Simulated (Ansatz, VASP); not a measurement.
# GaMo in VASP and in Ansatz

```
CELL_PARAMETERS angstrom
0.00000 2.84584 2.84584
2.84584 0.00000 2.84584
2.84584 2.84584 0.00000
ATOMIC_POSITIONS crystal
Ga 0.50000 0.50000 0.50000
Mo 0.75000 0.75000 0.75000
```

Alike in both runs: functional PBE; k mesh 6 × 6 × 6; occupations gaussian, width 0.2 eV; no spin polarisation.

Ansatz relaxed the structure, and its values are those at the end. VASP's run is a single point on that final structure, the one shown.

```csv
,VASP,Ansatz
version,VASP 6.6.1,Ansatz 0.2.0
potentials or method,"VASP PAW PBE potentials, release 64 (Ga_d, Mo_sv), cutoff 520 eV","scalar-relativistic, plane waves, PAW"
valence electrons in the cell,27,27
```

```csv
,VASP,Ansatz,Ansatz less VASP
gap on the k mesh at the Fermi level (eV),none,none,-
pressure (GPa),0.7,0.5,-0.26
```

A gap of «none» marks a metal or a gap that the smearing closes. With one functional, cell and mesh, what is left measures potentials, basis and numerics.
